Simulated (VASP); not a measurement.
Runs of VASP 6.6.1 on Si. The structure is that of space group I4_1/amd (No. 141), or close to it. The cells are those of the table. 

| cell | gap on the mesh (eV) | pressure (GPa) |
| --- | --- | --- |
| a = 3.584 Å, angles 97.1, 97.1, 138.7°, 2 atoms | none | (c) |
| a = 3.620 Å, angles 98.1, 98.1, 135.8°, 2 atoms | none | 0.0 |
| a = 3.505 Å, angles 97.5, 97.5, 137.8°, 2 atoms | none | 17.4 |
| a = 3.465 Å, angles 98.9, 98.9, 133.7°, 2 atoms | none | 16.5 |
| a = 3.478 Å, angles 99.3, 99.3, 132.7°, 2 atoms | none | 13.7 |
| a = 3.439 Å, angles 98.2, 98.2, 135.7°, 2 atoms | none | (b) |
| a = 3.427 Å, angles 97.8, 97.8, 136.8°, 2 atoms | none | 28.5 |
| a = 3.530 Å, angles 98.2, 98.2, 135.8°, 2 atoms | none | 9.9 |
| a = 3.595 Å, angles 97.5, 97.5, 137.7°, 2 atoms | none | 5.3 |
| a = 3.555 Å, angles 98.9, 98.9, 133.8°, 2 atoms | none | (a) |
| a = 3.662 Å, angles 96.8, 96.8, 139.7°, 2 atoms | none | 2.3 |
| a = 3.452 Å, angles 98.5, 98.5, 134.7°, 2 atoms | none | 19.8 |

Alike in all rows: task single point; level r2SCAN; potentials or basis VASP PAW PBE potentials, release 64 (Si); no spin polarisation; k mesh 20 × 20 × 20; cutoff (eV) 520; smearing gaussian 0.15 eV.

Q: Fill in the values left out.

A: (a) 4.6; (b) 23.8; (c) 8.9.

Caveats: the PAW data sets were made with another functional, which shifts forces and pressure a little; the cell stands under pressure (at least some runs).

A gap of «none» marks levels without a gap at the run's occupations.
